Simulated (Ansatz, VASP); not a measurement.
## ZnS in VASP and in Ansatz

Contents of POSCAR:

```
ZnS
1.0
    4.1112594871      0.0000000000      0.0000000000
   -2.0556297435      3.5604551574      0.0000000000
    0.0000000000      0.0000000000      6.2457351521
Zn S
2 2
Direct
    0.3333333333      0.6666666667      0.0053880710
    0.6666666667      0.3333333333      0.5053880710
    0.3333333333      0.6666666667      0.3796119290
    0.6666666667      0.3333333333      0.8796119290
```

File INCAR.step1:

```
PREC = Accurate ; ENCUT = 520
ISMEAR = 0 ; SIGMA = 0.05
LREAL = False ; LASPH = True
NELM = 80 ; NBANDS = 26
GGA = PE ; ALGO = Normal
EDIFF = 1E-4 ; LWAVE = True
LCHARG = False
```

INCAR.step2

```
PREC = Accurate ; ENCUT = 520
EDIFF = 1E-6 ; ISMEAR = 0
SIGMA = 0.05 ; LREAL = False
LASPH = True ; NELM = 80
ALGO = Normal ; ISIF = 2
LWAVE = False ; LCHARG = False
METAGGA = R2SCAN ; LMIXTAU = True
NBANDS = 26 ; ISTART = 1
```

File KPOINTS:

```
regular mesh
0
Gamma
  6 6 4
```

Input for Ansatz:

```yaml
crystal:
  lattice:
    - [4.1112594871, 0.0, 0.0]
    - [-2.0556297435, 3.5604551574, 0.0]
    - [0.0, 0.0, 6.2457351521]
  atoms:
    - { symbol: Zn, position: [0.3333333333, 0.6666666667, 0.005388071] }
    - { symbol: Zn, position: [0.6666666667, 0.3333333333, 0.505388071] }
    - { symbol: S, position: [0.3333333333, 0.6666666667, 0.379611929] }
    - { symbol: S, position: [0.6666666667, 0.3333333333, 0.879611929] }
basis:
  ecutwfc: 500
kpoints:
  mp_grid: { grid: [6, 6, 4] }
hamiltonian:
  xc: r2scan
scf:
  occupations: { method: gaussian, width: 0.05 }
output:
  forces: true
  stress: true
  eigenvalues: true
  write_density: true
  write_potential: true
  elf: true
  volumetric_format: npy
```

Change from the starting cell: strain +0.080 along x and y, +0.000 along z, atoms carried along.

Alike in both runs: task single point; functional r2SCAN; k mesh 6 × 6 × 4; occupations gaussian, width 0.05 eV; no spin polarisation.

|  | VASP | Ansatz |
| --- | --- | --- |
| version | VASP 6.6.1 | Ansatz 0.2.0 |
| potentials or method | VASP PAW PBE potentials, release 64 (Zn, S), cutoff 520 eV | scalar-relativistic, plane waves, PAW |
| valence electrons in the cell | 36 | 36 |

Ansatz gave:

```
gap on the k mesh at the Fermi level (eV)                     : 2.09
least direct gap on the mesh (eV)                             : 2.09
pressure (GPa)                                                : -8.0
traceless stress, the component that is largest in VASP (GPa) : 4.50
rms of the force components (eV/Å)                            : 0.144
```

Question: Estimate VASP's values.

Answer: gap on the k mesh at the Fermi level (eV): 2.08; least direct gap on the mesh (eV): 2.08; pressure (GPa): -8.0; traceless stress, the component that is largest in VASP (GPa): 4.54; rms of the force components (eV/Å): 0.143.

VASP's potentials were made for PBE, not for r2SCAN. Atom by atom the forces differ by 0.001 eV/Å (rms over components).
